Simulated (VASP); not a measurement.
Wanted: the native input for a VASP 6.6.1 run.

```
Task                   : single point
Functional             : LDA
Potentials or basis    : VASP PAW LDA potentials, release 64 (Ti_sv, O)
Cutoff                 : 520 eV
k mesh                 : 8 × 8 × 7
Occupations            : methfessel-paxton, width 0.02 eV
Spin                   : no spin polarisation
Dipole correction      : no
Further INCAR settings : ALGO = Normal; EDIFF = 1e-07; NBANDS = 19
```

The structure of TiO2 lies in POSCAR:

```
TiO2
1.0
    3.3977135508      0.0000000000      0.0000000000
   -1.6988567754      2.9425062498      0.0000000000
    0.0000000000      0.0000000000      2.4831592984
Ti O
1 2
Direct
    0.0000000000      0.0000000000      0.0000000000
    0.3333333333      0.6666666667      0.5000000000
    0.6666666667      0.3333333333      0.5000000000
```

One way to write it, as run:

INCAR

```
SYSTEM = TiO2
  PREC = Accurate
  ENCUT = 520
  EDIFF = 1E-7
  ISMEAR = 1
  SIGMA = 0.02
  LREAL = .FALSE.
  LASPH = .TRUE.
  NELM = 80
  ALGO = Normal
  ISIF = 2
  LWAVE = .FALSE.
  LCHARG = .FALSE.
  NBANDS = 19
```

KPOINTS

```
regular mesh
0
G
  8 8 7
  0 0 0
```

Potentials or basis: VASP PAW LDA potentials, release 64 (Ti_sv, O).

Run with:

```console
$ cat potpaw_LDA.64/Ti_sv/POTCAR potpaw_LDA.64/O/POTCAR > POTCAR
$ mpirun -np 1 vasp_std > vasp.out
```

Results of the run:

```json
{
  "Pressure": "1.0 GPa",
  "Band gap on the k mesh": "zero (band 12 reaches 10.68 eV, above the bottom of band 13 at 8.37 eV)"
}
```

Caveat: the k points lie up to 0.36 Å⁻¹ apart; semilocal functionals often make such compounds metallic where correlation or magnetic order opens a gap, which also shifts bond lengths.

Wall time 11 s on 1 thread of AMD EPYC 9R45 96-Core Processor (Zen 5), on a shared host, peak memory 0.11 GiB.
